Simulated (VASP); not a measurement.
# N (P6_3/mmc) in VASP: further runs

Aim: see how the results for N move with the level of theory and the settings. Levels: PBEsol, r2SCAN. Tasks: single point.

All numbers are computed with VASP 6.6.1; they aren't measurements. Logs are shortened: lines on timing, memory, paths and dates and some standing lists are left out, and cuts for length are marked.

## (1) The cell of the first run

The structure is hexagonal, space group P6_3/mmc (No. 194). Conventional cell: a = 2.519 Å, b = 2.519 Å, c = 2.446 Å, α = 90.00°, β = 90.00°, γ = 120.00°. N (site symmetry -6m2) has 8 N at 1.90 to 2.45 Å within 2.5 Å.

## (2) Single point, PBEsol

INCAR

```
PREC = Accurate
ENCUT = 600
EDIFF = 1E-6
ISMEAR = -1
SIGMA = 0.05
LREAL = False
LASPH = True
NELM = 120
ALGO = Normal
ISIF = 2
LWAVE = False
LCHARG = False
GGA = PS
NBANDS = 12
GGA_COMPAT = False
```

KPOINTS

```
regular mesh
0
Gamma
  6 6 4
```

POSCAR

```
N
1.0
    2.5194700000      0.0000000000      0.0000000000
   -1.2597400000      2.1819300000      0.0000000000
    0.0000000000      0.0000000000      2.4460000000
N
2
Direct
    0.6666666667      0.3333333333      0.2500000000
    0.3333333333      0.6666666667      0.7500000000
```

Potentials or basis: VASP PAW PBE potentials, release 64 (N).

Started as:

```sh
$ cat potpaw_PBE.64/N/POTCAR > POTCAR
$ mpirun -np 1 vasp_std > vasp.out
```

OUTCAR:

```text
PREC = Accurate
   ENCUT = 600
   EDIFF = 1E-6
   ISMEAR = -1
   LREAL = False
   LASPH = True
   NELM = 120
   ISIF = 2
   GGA = PS

 ion  position               nearest neighbor table
   1  0.667  0.333  0.250-
   2  0.333  0.667  0.750-

  LATTYP: Found a hexagonal cell.
 ALAT       =     2.5194700000
 C/A-ratio  =     0.9708391050

  Lattice vectors:

 A1 = (   2.5194700000,   0.0000000000,   0.0000000000)
 A2 = (  -1.2597400000,   2.1819300000,   0.0000000000)
 A3 = (   0.0000000000,   0.0000000000,   2.4460000000)

Analysis of symmetry for initial positions (statically):
=====================================================================
 Subroutine PRICEL returns:
 Original cell was already a primitive cell.

 Routine SETGRP: Setting up the symmetry group for a
 hexagonal supercell.

 Subroutine GETGRP returns: Found 24 space group operations
 (whereof 12 operations were pure point group operations)
 out of a pool of 24 trial point group operations.

The static configuration has the point symmetry D_3d.
 The point group associated with its full space group is D_6h.

Analysis of symmetry for dynamics (positions and initial velocities):
=====================================================================
 Subroutine PRICEL returns:
 Original cell was already a primitive cell.

 Routine SETGRP: Setting up the symmetry group for a
 hexagonal supercell.

 Subroutine GETGRP returns: Found 24 space group operations
 (whereof 12 operations were pure point group operations)
 out of a pool of 24 trial point group operations.

The dynamic configuration has the point symmetry D_3d.
 The point group associated with its full space group is D_6h.

 Subroutine INISYM returns: Found 24 space group operations
 (whereof 12 operations are pure point group operations),
 and found     1 'primitive' translations

----------------------------------------------------------------------------------------

                                     Primitive cell

  volume of cell :      13.4464

  direct lattice vectors                    reciprocal lattice vectors
     2.519470000  0.000000000  0.000000000     0.396908874  0.229155832  0.000000000
    -1.259740000  2.181930000  0.000000000     0.000000000  0.458309845  0.000000000
     0.000000000  0.000000000  2.446000000     0.000000000  0.000000000  0.408830744

  length of vectors
     2.519470000  2.519476809  2.446000000     0.458311084  0.458309845  0.408830744

  position of ions in fractional coordinates (direct lattice)
     0.666666667  0.333333333  0.250000000
     0.333333333  0.666666667  0.750000000

  ion indices of the primitive-cell ions
   primitive index   ion index
                 1           1
                 2           2

----------------------------------------------------------------------------------------

 KPOINTS: regular mesh

Automatic generation of k-mesh.
 Grid dimensions read from file:
 generate k-points for:    6    6    4

 Generating k-lattice:

  Cartesian coordinates                     Fractional coordinates (reciprocal lattice)
     0.066151479  0.038192639  0.000000000     0.166666667  0.000000000  0.000000000
     0.000000000  0.076384974  0.000000000     0.000000000  0.166666667  0.000000000
     0.000000000  0.000000000  0.102207686     0.000000000  0.000000000  0.250000000

  Length of vectors
     0.076385181  0.076384974  0.102207686

  Shift w.r.t. Gamma in fractional coordinates (k-lattice)
     0.000000000  0.000000000  0.000000000

 Subroutine IBZKPT returns following result:
 ===========================================

 Found     21 irreducible k-points:

 Following reciprocal coordinates:
            Coordinates               Weight
  0.000000  0.000000  0.000000      1.000000
  0.166667  0.000000  0.000000      6.000000
  0.333333 -0.000000  0.000000      6.000000
  0.500000  0.000000  0.000000      3.000000
  0.166667  0.166667  0.000000      6.000000
  0.333333  0.166667  0.000000     12.000000
[... 13 lines left out ...]
  0.333333  0.166667  0.500000     12.000000
  0.333333  0.333333  0.500000      2.000000
   k-points           NKPTS =     21   k-points in BZ     NKDIM =     21   number of bands    NBANDS=     12
   number of dos      NEDOS =    301   number of ions     NIONS =      2
   total plane-waves  NPLWV =   8000
   dimension x,y,z NGX =    20 NGY =   20 NGZ =   20
   dimension x,y,z NGXF=    40 NGYF=   40 NGZF=   40
   ions per type =               2
   NGX,Y,Z   is equivalent  to a cutoff of  13.20, 13.20, 13.59 a.u.
   NGXF,Y,Z  is equivalent  to a cutoff of  26.39, 26.39, 27.19 a.u.
 SYSTEM =  unknown system
   PREC   = accura    normal or accurate (medium, high low for compatibility)
   ISTART =      0    job   : 0-new  1-cont  2-samecut
   ICHARG =      2    charge: 1-file 2-atom 10-const
   ISPIN  =      1    spin polarized calculation?
   LNONCOLLINEAR =      F non collinear calculations
   LSORBIT =      F    spin-orbit coupling
   LASPH  =      T    aspherical Exc in radial PAW
   ENCUT  =  600.0 eV  44.10 Ry    6.64 a.u.   5.03  5.03  4.89*2*pi/ulx,y,z
   NELM   =    120;   NELMIN=  2; NELMDL= -5     # of ELM steps
   EDIFF  = 0.1E-05   stopping-criterion for ELM
   LREAL  =      F    real-space projection
   EDIFFG = 0.1E-04   stopping-criterion for IOM
   NSW    =      0    number of steps for IOM
   IBRION =     -1    ionic relax: 0-MD 1-quasi-New 2-CG
   NFREE  =      0    steps in history (QN), initial steepest desc. (CG)
   ISIF   =      2    stress and relaxation
   ISYM   =      2    0-nonsym 1-usesym 2-fastsym
   POTIM  = 0.5000    time-step for ionic-motion
   TEBEG  =    0.0;   TEEND  =   0.0 temperature during run
   PSTRESS=    0.0 pullay stress
   NELECT =      10.0000    total number of electrons
   NUPDOWN=      -1.0000    fix difference up-down
   EMIN   =  10.00;   EMAX   =-10.00  energy-range for DOS
   EFERMI =   0.00;   METHOD = LEGACY
   ISMEAR =    -1;   SIGMA  =   0.05  broadening in eV -4-tet -1-fermi 0-gaus
   EFERMI_NEDOS =   21; number of points for ismear=-14 and -15
   IALGO  =     38    algorithm
   IMIX   =      4    mixing-type and parameters
     AMIX     =   0.40;   BMIX     =  1.00
     AMIX_MAG =   1.60;   BMIX_MAG =  1.00
  volume/ion in A,a.u.               =       6.72        45.37
  Fermi-wavevector in a.u.,A,eV,Ry     =   1.483221  2.802882 29.932083  2.199946
  Thomas-Fermi vector in A             =   2.596910
   LORBIT       =      0    0 simple, 1 ext, 2 COOP (PROOUT), +10 PAW based schemes
   GGA     = PS    functional components
   LHFCALC =     F    Hartree Fock is set to
   AEXX    =    0.0000 exact exchange contribution
   IVDW    =     0    specifies the selected vdW correction
   LEPSILON=     F    determine dielectric tensor
   LRPA    =     F    only Hartree local field effects (RPA)
 non-spin polarized calculation
  energy-cutoff  :      600.00
  volume of cell :       13.45
 maximum number of plane-waves:       462
 NGX is ok and might be reduce to    20
   NGX =  9   NGY =  9   NGZ =  9

 number of electron      10.0000000 magnetization

 number of electron       9.9999999 magnetization

 Free energy of the ion-electron system (eV)
  ---------------------------------------------------
  ext. energy  EPLUGINS =         0.00000000
  ---------------------------------------------------
  free energy    TOTEN  =       -10.59883168 eV

  energy without entropy =      -10.59277841  energy(sigma->0) =      -10.59580505

 E-fermi :   6.7440     XC(G=0): -13.2691

 val. band max:        6.7054003589   @ k =   0.3333   0.1667   0.0000
 cond. band min:       7.0908814744   @ k =   0.3333   0.3333   0.0000
 fundamental gap:      0.3854811154
 Fermi energy:         6.7439954928

 k-point     1 :       0.0000    0.0000    0.0000
  band No.  band energies     occupation
      1     -15.0933      2.00000
      2       1.3950      2.00000
      3       2.1713      2.00000
      4       4.6420      2.00000
      5       4.6420      2.00000
      6       9.8286      0.00000
      7       9.8286      0.00000
      8      13.1619      0.00000
      9      21.3028      0.00000
     10      24.8013      0.00000
     11      32.1833      0.00000
     12      32.1834      0.00000

 k-point     2 :       0.1667    0.0000    0.0000
  band No.  band energies     occupation
      1     -14.4246      2.00000
      2      -0.5897      2.00000
      3       2.7124      2.00000
      4       3.7450      2.00000
      5       4.7818      2.00000
      6       9.6156      0.00000
      7      10.6792      0.00000
      8      12.3170      0.00000
      9      22.6308      0.00000
     10      24.3964      0.00000
     11      33.3115      0.00000
     12      33.3785      0.00000

 k-point     3 :       0.3333   -0.0000    0.0000
  band No.  band energies     occupation
      1     -12.5059      2.00000
      2      -4.5704      2.00000
      3       2.4796      2.00000
      4       4.1812      2.00000
      5       4.8206      2.00000
      6       9.5625      0.00000
      7      10.2760      0.00000
      8      11.7567      0.00000
      9      21.4867      0.00000
     10      27.5564      0.00000
     11      34.3341      0.00000
     12      35.0799      0.00000

 k-point     4 :       0.5000    0.0000    0.0000
  band No.  band energies     occupation
      1     -10.4393      2.00000
      2      -7.5029      2.00000
      3       1.9782      2.00000
      4       4.7622      2.00000
      5       5.4786      2.00000
      6       8.7061      0.00000
      7       9.7357      0.00000
      8      12.1217      0.00000
      9      20.3905      0.00000
     10      30.8629      0.00000
     11      32.9244      0.00000
     12      34.4198      0.00000

 k-point     5 :       0.1667    0.1667    0.0000
  band No.  band energies     occupation
      1     -13.1232      2.00000
      2      -3.1714      2.00000
      3       1.5603      2.00000
      4       3.7320      2.00000
      5       5.7879      2.00000
      6       9.7171      0.00000
      7      10.8810      0.00000
      8      11.2660      0.00000
      9      23.3450      0.00000
     10      24.7241      0.00000
     11      34.1559      0.00000
     12      34.7014      0.00000
[... 183 lines left out ...]
      1      -6.2714      2.00000
      2      -6.2714      2.00000
      3      -1.6792      2.00000
      4      -1.6792      2.00000
      5       6.2154      1.99995
      6       6.2154      1.99995
      7      11.0061      0.00000
      8      11.0061      0.00000
      9      26.0943      0.00000
     10      26.0943      0.00000
     11      38.3195      0.00000
     12      38.3195      0.00000

 k-point    19 :       0.1667    0.1667    0.5000
  band No.  band energies     occupation
      1      -8.3423      2.00000
      2      -8.3423      2.00000
      3       2.0159      2.00000
      4       2.0159      2.00000
      5       5.9305      2.00000
      6       5.9305      2.00000
      7      11.5734      0.00000
      8      11.5734      0.00000
      9      25.9451      0.00000
     10      25.9451      0.00000
     11      34.2197      0.00000
     12      34.2197      0.00000

 k-point    20 :       0.3333    0.1667    0.5000
  band No.  band energies     occupation
      1      -6.4431      2.00000
      2      -6.4431      2.00000
      3      -0.9060      2.00000
      4      -0.9060      2.00000
      5       4.6125      2.00000
      6       4.6125      2.00000
      7      12.2063      0.00000
      8      12.2063      0.00000
      9      26.5503      0.00000
     10      26.5503      0.00000
     11      37.0338      0.00000
     12      37.0338      0.00000

 k-point    21 :       0.3333    0.3333    0.5000
  band No.  band energies     occupation
      1      -5.4606      2.00000
      2      -5.4606      2.00000
      3      -1.5752      2.00000
      4      -1.5752      2.00000
      5       3.0657      2.00000
      6       3.0657      2.00000
      7      13.0317      0.00000
      8      13.0317      0.00000
      9      27.4114      0.00000
     10      27.4114      0.00000
     11      37.9935      0.00000
     12      37.9941      0.00000

------------------------ aborting loop because EDIFF is reached ----------------------------------------

  FORCE on cell =-STRESS in cart. coord.  units (eV):
  Direction    XX          YY          ZZ          XY          YZ          ZX
  --------------------------------------------------------------------------------------
  -------------------------------------------------------------------------------------
  Total        0.0494158      0.0494161     -0.6184985     -0.0000001      0.0000000     -0.0000000
  in kB        5.8880322      5.8880591    -73.6958101     -0.0000135      0.0000000     -0.0000000
  external PRESSURE =     -20.6399063 kB  Pullay stress =       0.0000000 kB

 VOLUME and BASIS-vectors are now :
 -----------------------------------------------------------------------------
  energy-cutoff  :      600.00
  volume of cell :       13.45
      direct lattice vectors                 reciprocal lattice vectors
     2.519470000  0.000000000  0.000000000     0.396908874  0.229155832  0.000000000
    -1.259740000  2.181930000  0.000000000     0.000000000  0.458309845  0.000000000
     0.000000000  0.000000000  2.446000000     0.000000000  0.000000000  0.408830744

 POSITION                                       TOTAL-FORCE (eV/Angst)
 -----------------------------------------------------------------------------------
      1.25973      0.72731      0.61150        -0.000000      0.000000      0.000000
     -0.00000      1.45462      1.83450         0.000000     -0.000000      0.000000
 -----------------------------------------------------------------------------------
    total drift:                               -0.000000      0.000000      0.000000

  FREE ENERGIE OF THE ION-ELECTRON SYSTEM (eV)
  ---------------------------------------------------
  free  energy   TOTEN  =       -10.5988316790 eV

  energy  without entropy=      -10.5927784128  energy(sigma->0) =      -10.59580505
```

Run time: 7 s. Hardware: 1 thread of AMD EPYC, shared host; peak memory 0.08 GiB.

What came out:

```
Free energy            : -10.5988 eV
Pressure               : -2.1 GPa
Band gap on the k mesh : zero (band 5 reaches 7.59 eV, above the bottom of band 6 at 3.07 eV)
```

Caveat: the k points lie up to 0.64 Å⁻¹ apart; the PAW data sets were made with another functional, which shifts forces and pressure a little.

## (3) Single point, r2SCAN

POSCAR is that of step 2.

INCAR.step1

```
PREC = Accurate
ENCUT = 660
ISMEAR = -1
SIGMA = 0.05
LREAL = False
LASPH = True
NELM = 120
NBANDS = 12
GGA = PE
ALGO = Normal
EDIFF = 1E-5
LWAVE = True
LCHARG = False
GGA_COMPAT = False
```

INCAR.step2

```
PREC = Accurate
ENCUT = 660
EDIFF = 1E-6
ISMEAR = -1
SIGMA = 0.05
LREAL = False
LASPH = True
NELM = 120
ALGO = Normal
ISIF = 2
LWAVE = False
LCHARG = False
METAGGA = R2SCAN
LMIXTAU = True
NBANDS = 12
ISTART = 1
GGA_COMPAT = False
```

KPOINTS is that of step 2.

Potentials or basis: VASP PAW PBE potentials, release 64 (N).

Started as:

```sh
$ cat potpaw_PBE.64/N/POTCAR > POTCAR
$ cp INCAR.step1 INCAR
$ mpirun -np 1 vasp_std > vasp.out
$ cp INCAR.step2 INCAR
$ mpirun -np 1 vasp_std > vasp.out
```

OUTCAR:

```text
PREC = Accurate
   ENCUT = 660
   EDIFF = 1E-6
   ISMEAR = -1
   LREAL = False
   LASPH = True
   NELM = 120
   ISIF = 2
   METAGGA = R2SCAN
   ISTART = 1

 ion  position               nearest neighbor table
   1  0.667  0.333  0.250-
   2  0.333  0.667  0.750-

  LATTYP: Found a hexagonal cell.
 ALAT       =     2.5194700000
 C/A-ratio  =     0.9708391050

  Lattice vectors:
[... 494 lines left out ...]
      9      28.7883      0.00000
     10      28.7883      0.00000
     11      39.5479      0.00000
     12      39.5479      0.00000

------------------------ aborting loop because EDIFF is reached ----------------------------------------

  FORCE on cell =-STRESS in cart. coord.  units (eV):
  Direction    XX          YY          ZZ          XY          YZ          ZX
  --------------------------------------------------------------------------------------
  -------------------------------------------------------------------------------------
  Total        0.6502782      0.6502812      0.0061759     -0.0000015     -0.0000000      0.0000000
  in kB       77.4824472     77.4828006      0.7358770     -0.0001776     -0.0000000      0.0000000
  external PRESSURE =      51.9003750 kB  Pullay stress =       0.0000000 kB

 VOLUME and BASIS-vectors are now :
 -----------------------------------------------------------------------------
  energy-cutoff  :      660.00
  volume of cell :       13.45
      direct lattice vectors                 reciprocal lattice vectors
     2.519470000  0.000000000  0.000000000     0.396908874  0.229155832  0.000000000
    -1.259740000  2.181930000  0.000000000     0.000000000  0.458309845  0.000000000
     0.000000000  0.000000000  2.446000000     0.000000000  0.000000000  0.408830744

 POSITION                                       TOTAL-FORCE (eV/Angst)
 -----------------------------------------------------------------------------------
      1.25973      0.72731      0.61150        -0.000000     -0.000000      0.000000
     -0.00000      1.45462      1.83450         0.000000      0.000000      0.000000
 -----------------------------------------------------------------------------------
    total drift:                               -0.000000      0.000000      0.000000

  FREE ENERGIE OF THE ION-ELECTRON SYSTEM (eV)
  ---------------------------------------------------
  free  energy   TOTEN  =       -10.8273800402 eV

  energy  without entropy=      -10.8203704958  energy(sigma->0) =      -10.82387527
```

OUTCAR.step1:

```text
PREC = Accurate
   ENCUT = 660
   ISMEAR = -1
   LREAL = False
   LASPH = True
[... 535 lines left out ...]
      1.25973      0.72731      0.61150        -0.000000      0.000000      0.000000
     -0.00000      1.45462      1.83450         0.000000     -0.000000      0.000000
 -----------------------------------------------------------------------------------
    total drift:                               -0.000000      0.000000      0.000000

  FREE ENERGIE OF THE ION-ELECTRON SYSTEM (eV)
  ---------------------------------------------------
  free  energy   TOTEN  =        -9.5533109491 eV

  energy  without entropy=       -9.5467517242  energy(sigma->0) =       -9.55003134
```

Wall time 44 s (1 thread of AMD EPYC, shared host); peak memory 0.1 GiB.

Results:

```yaml
Free_energy: -10.8274 eV
Pressure: 5.2 GPa
Band_gap_on_the_k_mesh: zero (band 5 reaches 7.49 eV, above the bottom of band 6 at 2.93 eV)
```

Stress tensor (GPa, compression positive):
```
7.75 0.00 0.00
0.00 7.75 0.00
0.00 0.00 0.07
```

Caveat: the k points lie up to 0.64 Å⁻¹ apart; the PAW data sets were made with another functional, which shifts forces and pressure a little.
